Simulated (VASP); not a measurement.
Write the native input for VASP 6.6.1 that does the following.

```
Task                   : single point
Functional             : PBE
Potentials or basis    : VASP PAW PBE potentials, release 64 (Zr_sv, F)
Cutoff                 : 600 eV
k mesh                 : 6 × 6 × 2
Occupations            : gaussian, width 0.1 eV
Spin                   : no spin polarisation
Dipole correction      : no
Further INCAR settings : ALGO = Normal; EDIFF = 1e-06; NBANDS = 42
```

The structure of Zr5F lies in POSCAR:

```
Zr5F
1.0
    3.1722545989      0.0000000000      0.0000000000
   -1.5861272994      2.7472530699      0.0000000000
    0.0000000000      0.0000000000     14.0790229842
Zr F
5 1
Direct
    0.6666666667      0.3333333333      0.8709413789
    0.3333333333      0.6666666667      0.6881342364
    0.6666666667      0.3333333333      0.5000000000
    0.3333333333      0.6666666667      0.3118657636
    0.6666666667      0.3333333333      0.1290586211
    0.3333333333      0.6666666667      0.0000000000
```

The cell was generated, and may not be a known phase.

These files were run (other wordings do the same):

INCAR

```
PREC     = Accurate       # precision mode
ENCUT    = 600            # plane-wave cutoff, eV
EDIFF    = 1E-6           # SCF threshold, eV
ISMEAR   = 0              # smearing method
SIGMA    = 0.1            # smearing width, eV
LREAL    = F              # projectors in reciprocal space
LASPH    = T              # aspherical terms in the spheres
NELM     = 120            # most SCF steps
ALGO     = Normal         # electronic algorithm
ISIF     = 2              # what is computed and relaxed
LWAVE    = F              # write WAVECAR
LCHARG   = F              # write CHGCAR
GGA      = PE             # functional
NBANDS   = 42             # bands
GGA_COMPAT= F
```

KPOINTS

```
Automatic mesh
0
Gamma
  6 6 2
```

Potentials or basis: VASP PAW PBE potentials, release 64 (Zr_sv, F).

Launch:

```sh
$ cat potpaw_PBE.64/Zr_sv/POTCAR potpaw_PBE.64/F/POTCAR > POTCAR
$ mpirun -np 1 vasp_std > vasp.out
```

Results of the run:

The pressure is 0.0 GPa, the largest force is 0.014 eV/Å and the band gap on the k mesh is zero (an odd number of electrons rules out a gap without spin polarisation).

Caveat: the k points lie up to 0.38 Å⁻¹ apart, too coarse for converged energies and pressures of a metal.

Wall time 3.6 min on 1 thread of AMD EPYC 9755 128-Core Processor (shared host), peak memory 0.27 GiB.
